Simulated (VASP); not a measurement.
# MgS (P6mm) in VASP: relaxation of cell and atoms with PBE

Aim: the relaxation of cell and atoms of MgS with PBE.

Everything below comes from runs of VASP 6.6.1. Logs are shortened: lines on timing, memory, paths and dates and some standing lists are left out, and cuts for length are marked.

## 1. The cell of the first run

Symmetry: P6mm, No. 183, hexagonal system. The conventional cell has a = 3.250 Å, b = 3.250 Å, c = 5.015 Å, α = 90.00°, β = 90.00°, γ = 120.00°. Mg (site symmetry 6mm) has 1 S at 1.98 Å within 2.6 Å. Within 2.6 Å of S (site symmetry 6mm) lie 1 Mg at 1.98 Å.

The cell was generated, and may not be a known phase.

## 2. Relaxation of cell and atoms, PBE

INCAR

```
ALGO = Normal
EDIFF = 1E-7
EDIFFG = -0.04
ENCUT = 840
GGA = PE
GGA_COMPAT = False
IBRION = 2
ISIF = 3
ISMEAR = 0
LASPH = True
LCHARG = False
LREAL = False
LWAVE = False
NELM = 120
NELMIN = 4
NSW = 90
PREC = Accurate
SIGMA = 0.1
```

KPOINTS

```
k-points
0
Gamma
  6 6 4
```

POSCAR

```
MgS
1.0
    3.2502651300      0.0000000000      0.0000000000
   -1.6251325600      2.8148121700      0.0000000000
    0.0000000000      0.0000000000      5.0148897600
Mg S
1 1
Direct
    0.0000000000      0.0000000000      0.9907626500
    0.0000000000      0.0000000000      0.5954838200
```

Potentials or basis: VASP PAW PBE potentials, release 64 (Mg_sv, S).

Command:

```
> cat potpaw_PBE.64/Mg_sv/POTCAR potpaw_PBE.64/S/POTCAR > POTCAR
> mpirun -np 1 vasp_std > vasp.out
```

OUTCAR:

```text
EDIFF = 1E-7
   EDIFFG = -0.04
   ENCUT = 840
   GGA = PE
   IBRION = 2
   ISIF = 3
   ISMEAR = 0
   LASPH = True
   LREAL = False
   NELM = 120
   NELMIN = 4
   NSW = 90
   PREC = Accurate

 ion  position               nearest neighbor table
   1  0.000  0.000  0.991-   2 1.98
   2  0.000  0.000  0.595-   1 1.98

  LATTYP: Found a hexagonal cell.
 ALAT       =     3.2502651300
 C/A-ratio  =     1.5429171343

  Lattice vectors:

 A1 = (   3.2502651300,   0.0000000000,   0.0000000000)
 A2 = (  -1.6251325600,   2.8148121700,   0.0000000000)
 A3 = (   0.0000000000,   0.0000000000,   5.0148897600)

Analysis of symmetry for initial positions (statically):
=====================================================================
 Subroutine PRICEL returns:
 Original cell was already a primitive cell.

 Routine SETGRP: Setting up the symmetry group for a
 hexagonal supercell.

 Subroutine GETGRP returns: Found 12 space group operations
 (whereof 12 operations were pure point group operations)
 out of a pool of 24 trial point group operations.

The static configuration has the point symmetry C_6v.

Analysis of symmetry for dynamics (positions and initial velocities):
=====================================================================
 Subroutine PRICEL returns:
 Original cell was already a primitive cell.

 Routine SETGRP: Setting up the symmetry group for a
 hexagonal supercell.

 Subroutine GETGRP returns: Found 12 space group operations
 (whereof 12 operations were pure point group operations)
 out of a pool of 24 trial point group operations.

The dynamic configuration has the point symmetry C_6v.

 Subroutine INISYM returns: Found 12 space group operations
 (whereof 12 operations are pure point group operations),
 and found     1 'primitive' translations

----------------------------------------------------------------------------------------

                                     Primitive cell

  volume of cell :      45.8807

  direct lattice vectors                    reciprocal lattice vectors
     3.250265130  0.000000000  0.000000000     0.307667209  0.177631745  0.000000000
    -1.625132560  2.814812170  0.000000000     0.000000000  0.355263492  0.000000000
     0.000000000  0.000000000  5.014889760     0.000000000  0.000000000  0.199406178

  length of vectors
     3.250265130  3.250265126  5.014889760     0.355263491  0.355263492  0.199406178

  position of ions in fractional coordinates (direct lattice)
     0.000000000  0.000000000  0.990762650
     0.000000000  0.000000000  0.595483820

  ion indices of the primitive-cell ions
   primitive index   ion index
                 1           1
                 2           2

----------------------------------------------------------------------------------------

 KPOINTS: k-points

Automatic generation of k-mesh.
 Grid dimensions read from file:
 generate k-points for:    6    6    4

 Generating k-lattice:

  Cartesian coordinates                     Fractional coordinates (reciprocal lattice)
     0.051277868  0.029605291  0.000000000     0.166666667 -0.000000000  0.000000000
     0.000000000  0.059210582  0.000000000     0.000000000  0.166666667  0.000000000
     0.000000000  0.000000000  0.049851544     0.000000000  0.000000000  0.250000000

  Length of vectors
     0.059210582  0.059210582  0.049851544

  Shift w.r.t. Gamma in fractional coordinates (k-lattice)
     0.000000000  0.000000000  0.000000000

 Subroutine IBZKPT returns following result:
 ===========================================

 Found     21 irreducible k-points:

 Following reciprocal coordinates:
            Coordinates               Weight
  0.000000  0.000000  0.000000      1.000000
  0.166667  0.000000  0.000000      6.000000
  0.333333  0.000000  0.000000      6.000000
  0.500000 -0.000000  0.000000      3.000000
  0.166667  0.166667  0.000000      6.000000
  0.333333  0.166667  0.000000     12.000000
[... 13 lines left out ...]
  0.333333  0.166667  0.500000     12.000000
  0.333333  0.333333  0.500000      2.000000
   k-points           NKPTS =     21   k-points in BZ     NKDIM =     21   number of bands    NBANDS=     12
   number of dos      NEDOS =    301   number of ions     NIONS =      2
   total plane-waves  NPLWV =  49152
   dimension x,y,z NGX =    32 NGY =   32 NGZ =   48
   dimension x,y,z NGXF=    64 NGYF=   64 NGZF=   96
   ions per type =               1   1
   NGX,Y,Z   is equivalent  to a cutoff of  16.37, 16.37, 15.91 a.u.
   NGXF,Y,Z  is equivalent  to a cutoff of  32.73, 32.73, 31.82 a.u.
 SYSTEM =  unknown system
   PREC   = accura    normal or accurate (medium, high low for compatibility)
   ISTART =      0    job   : 0-new  1-cont  2-samecut
   ICHARG =      2    charge: 1-file 2-atom 10-const
   ISPIN  =      1    spin polarized calculation?
   LNONCOLLINEAR =      F non collinear calculations
   LSORBIT =      F    spin-orbit coupling
   LASPH  =      T    aspherical Exc in radial PAW
   ENCUT  =  840.0 eV  61.74 Ry    7.86 a.u.   7.68  7.68 11.85*2*pi/ulx,y,z
   NELM   =    120;   NELMIN=  4; NELMDL= -5     # of ELM steps
   EDIFF  = 0.1E-06   stopping-criterion for ELM
   LREAL  =      F    real-space projection
   EDIFFG = -.4E-01   stopping-criterion for IOM
   NSW    =     90    number of steps for IOM
   IBRION =      2    ionic relax: 0-MD 1-quasi-New 2-CG
   NFREE  =      1    steps in history (QN), initial steepest desc. (CG)
   ISIF   =      3    stress and relaxation
   ISYM   =      2    0-nonsym 1-usesym 2-fastsym
   POTIM  = 0.5000    time-step for ionic-motion
   TEBEG  =    0.0;   TEEND  =   0.0 temperature during run
   PSTRESS=    0.0 pullay stress
   NELECT =      16.0000    total number of electrons
   NUPDOWN=      -1.0000    fix difference up-down
   EMIN   =  10.00;   EMAX   =-10.00  energy-range for DOS
   EFERMI =   0.00;   METHOD = LEGACY
   ISMEAR =     0;   SIGMA  =   0.10  broadening in eV -4-tet -1-fermi 0-gaus
   EFERMI_NEDOS =   21; number of points for ismear=-14 and -15
   IALGO  =     38    algorithm
   IMIX   =      4    mixing-type and parameters
     AMIX     =   0.40;   BMIX     =  1.00
     AMIX_MAG =   1.60;   BMIX_MAG =  1.00
  volume/ion in A,a.u.               =      22.94       154.81
  Fermi-wavevector in a.u.,A,eV,Ry     =   1.152316  2.177562 18.066256  1.327832
  Thomas-Fermi vector in A             =   2.288968
   LORBIT       =      0    0 simple, 1 ext, 2 COOP (PROOUT), +10 PAW based schemes
   GGA     = PE    functional components
   LHFCALC =     F    Hartree Fock is set to
   AEXX    =    0.0000 exact exchange contribution
   IVDW    =     0    specifies the selected vdW correction
   LEPSILON=     F    determine dielectric tensor
   LRPA    =     F    only Hartree local field effects (RPA)
 conjugate gradient relaxation of ions
 non-spin polarized calculation
 Gauss-broadening in eV      SIGMA  =   0.10
  energy-cutoff  :      840.00
  volume of cell :       45.88
 maximum number of plane-waves:      2556
 NGX is ok and might be reduce to    32
   NGX = 15   NGY = 15   NGZ = 23

--------------------------------------- Ionic step        1  -------------------------------------------

 number of electron      15.9999993 magnetization

 Free energy of the ion-electron system (eV)
  ---------------------------------------------------
  ext. energy  EPLUGINS =         0.00000000
  ---------------------------------------------------
  free energy    TOTEN  =        -4.12056460 eV

  energy without entropy =       -4.10518910  energy(sigma->0) =       -4.11287685

------------------------ aborting loop because EDIFF is reached ----------------------------------------

  FORCE on cell =-STRESS in cart. coord.  units (eV):
  Direction    XX          YY          ZZ          XY          YZ          ZX
  --------------------------------------------------------------------------------------
  -------------------------------------------------------------------------------------
  Total        1.0085204      1.0085204      8.3305456      0.0000000     -0.0000000      0.0000000
  in kB       35.2180799     35.2180799    290.9071715      0.0000001     -0.0000000      0.0000000
  external PRESSURE =     120.4477771 kB  Pullay stress =       0.0000000 kB
[... 89 lines left out ...]
  FREE ENERGIE OF THE ION-ELECTRON SYSTEM (eV)
  ---------------------------------------------------
  free  energy   TOTEN  =        -4.5879600834 eV

  energy  without entropy=       -4.5692769192  energy(sigma->0) =       -4.57861850

 E-fermi :   0.0916     XC(G=0):  -7.0685

 val. band max:        0.0469082248   @ k =   0.0000   0.0000   0.5000
 cond. band min:       0.4324514382   @ k =   0.1667   0.0000   0.0000
 fundamental gap:      0.3855432133
 Fermi energy:         0.0915552552

 k-point     1 :       0.0000    0.0000    0.0000
  band No.  band energies     occupation
      1     -76.1538      2.00000
      2     -42.9594      2.00000
      3     -42.9594      2.00000
      4     -42.8403      2.00000
      5     -11.3443      2.00000
      6      -2.6169      2.00000
      7      -0.4293      2.00000
      8      -0.0686      1.97647
      9      -0.0686      1.97647
     10       6.5258      0.00000
     11       8.3982      0.00000
     12       9.6559      0.00000
[... 286 lines left out ...]
 k-point    21 :       0.3333    0.3333    0.5000
  band No.  band energies     occupation
      1     -76.1524      2.00000
      2     -42.9599      2.00000
      3     -42.9599      2.00000
      4     -42.8410      2.00000
      5     -10.8623      2.00000
      6      -3.3953      2.00000
      7      -1.1568      2.00000
      8      -1.1568      2.00000
      9       2.3095      0.00000
     10       2.3095      0.00000
     11       5.9516      0.00000
     12       9.1492      0.00000

[... ionic steps 4 to 28 ...]

--------------------------------------- Ionic step       29  -------------------------------------------

 number of electron      16.0000025 magnetization

------------------------ aborting loop because EDIFF is reached ----------------------------------------

  FORCE on cell =-STRESS in cart. coord.  units (eV):
  Direction    XX          YY          ZZ          XY          YZ          ZX
  --------------------------------------------------------------------------------------
  -------------------------------------------------------------------------------------
  Total        0.0700885      0.0700885      0.0194187      0.0000000      0.0000000      0.0000000
  in kB        1.5326727      1.5326727      0.4246426      0.0000000      0.0000000      0.0000000
  external PRESSURE =       1.1633293 kB  Pullay stress =       0.0000000 kB
[... 57 lines left out ...]
  energy  without entropy=       -6.1225506310  energy(sigma->0) =       -6.12255071

--------------------------------------- Ionic step       31  -------------------------------------------

 number of electron      16.0000026 magnetization

 Free energy of the ion-electron system (eV)
  ---------------------------------------------------
  ext. energy  EPLUGINS =         0.00000000
  ---------------------------------------------------
  free energy    TOTEN  =        -6.12271838 eV

  energy without entropy =       -6.12271824  energy(sigma->0) =       -6.12271831

 E-fermi :  -0.3916     XC(G=0):  -6.6056

 val. band max:       -0.6969447861   @ k =   0.0000   0.0000   0.5000
 cond. band min:      -0.0976900499   @ k =   0.0000   0.0000   0.0000
 fundamental gap:      0.5992547363
 Fermi energy:        -0.3915586899

 k-point     1 :       0.0000    0.0000    0.0000
  band No.  band energies     occupation
      1     -76.3871      2.00000
      2     -43.2071      2.00000
      3     -43.2071      2.00000
      4     -43.0655      2.00000
      5     -11.8006      2.00000
      6      -3.0304      2.00000
      7      -0.8722      2.00000
      8      -0.8722      2.00000
      9      -0.0977      0.00003
     10       5.8739      0.00000
     11       7.4808      0.00000
     12       7.4808      0.00000
[... 327 lines left out ...]
  FREE ENERGIE OF THE ION-ELECTRON SYSTEM (eV)
  ---------------------------------------------------
  free  energy   TOTEN  =        -6.1227183811 eV

  energy  without entropy=       -6.1227182389  energy(sigma->0) =       -6.12271831

 reached required accuracy - stopping structural energy minimisation
```

Wall time 6 min (1 thread of Intel Xeon Platinum 8375C at 2.90GHz (Ice Lake), shared host); peak memory 0.23 GiB.

What came out:

- Free energy: -6.1227 eV
- Relaxed volume: 36.70 Å³/atom
- Relaxed cell: a = 4.374 Å, b = 4.374 Å, c = 4.430 Å, α = 90.00°, β = 90.00°, γ = 120.00°
- Space group after relaxing (to 0.1 Å): P6/mmm (No. 191)
- Energy gained by relaxing: 1001.1 meV/atom
- Ionic steps: 31
- Pressure after relaxing: 0.1 GPa
- Largest force after relaxing: 0.008 eV/Å
- Band gap on the k mesh: 0.60 eV (least direct gap 0.77 eV)

Forces on the atoms (eV/Å):
```
Mg   0.000  0.000 -0.008
S    0.000  0.000  0.008
```

The path:
| step | energy change (eV) | largest force (eV/Å) | pressure (GPa) | volume (Å³) |
| --- | --- | --- | --- | --- |
| 1 | 0.0000 | 5.9036 | 12.04 | 45.88 |
| 2 | -0.3493 | 0.0764 | -7.64 | 57.81 |
| 3 | -0.4674 | 0.0364 | -7.40 | 55.97 |
| 4 | -0.5804 | 0.0846 | -6.95 | 54.33 |
| 5 | -0.8110 | 0.4998 | -3.39 | 50.04 |
| 6 | -0.8035 | 1.0612 | -1.49 | 48.97 |
| 7 | -0.8147 | 0.6636 | -2.80 | 49.67 |
| 8 | -0.8147 | 0.7014 | -2.68 | 49.59 |
| 9 | -0.9321 | 0.8789 | -1.47 | 47.33 |
| 10 | -1.0655 | 0.1680 | 8.19 | 40.80 |
| 11 | -1.0672 | 0.8977 | 2.81 | 43.48 |
| 12 | -1.0857 | 0.7259 | 4.47 | 42.41 |
| 13 | -1.1501 | 0.0247 | 5.26 | 42.77 |
| 14 | -1.1614 | 0.5326 | 6.06 | 42.98 |
| 15 | -1.2401 | 0.8646 | 4.55 | 45.55 |
| 16 | -1.3823 | 1.6106 | 2.28 | 51.69 |
| 17 | -1.4509 | 3.4944 | 1.39 | 65.14 |
| 18 | -1.5033 | 3.4052 | 0.97 | 67.23 |
| 19 | -1.6211 | 3.1327 | -0.30 | 73.68 |
| 20 | -1.5843 | 2.5995 | -4.14 | 87.43 |
| 21 | -1.6595 | 2.9623 | -1.27 | 77.84 |
| 22 | -1.6646 | 2.8827 | -1.80 | 79.88 |
| 23 | -1.7583 | 2.4198 | -1.86 | 78.92 |
| 24 | -1.9502 | 1.0171 | -1.54 | 76.06 |
| 25 | -1.8253 | 2.7572 | 2.12 | 70.57 |
| 26 | -1.9936 | 0.1559 | -0.94 | 74.42 |
| 27 | -1.9962 | 0.1405 | -0.69 | 73.93 |
| 28 | -2.0012 | 0.1370 | -0.13 | 73.45 |
| 29 | -2.0016 | 0.1352 | 0.12 | 73.27 |
| 30 | -2.0020 | 0.0677 | 0.10 | 73.33 |
| 31 | -2.0022 | 0.0080 | 0.09 | 73.41 |

Final structure:
```yaml
crystal:
  lattice:
    - [4.37412, 0.00000, 0.00000]
    - [-2.18706, 3.78810, 0.00000]
    - [0.00000, 0.00000, 4.43016]
  atoms:
    - { symbol: Mg, position: [0.00000, 0.00000, 0.04317] }
    - { symbol: S, position: [0.00000, 0.00000, 0.54308] }
```

Caveat: the volume moved by over 15 % at a fixed basis, so the end points are rough; semilocal functionals underestimate gaps, and a narrow one can read as zero. A k mesh can miss the band edges.
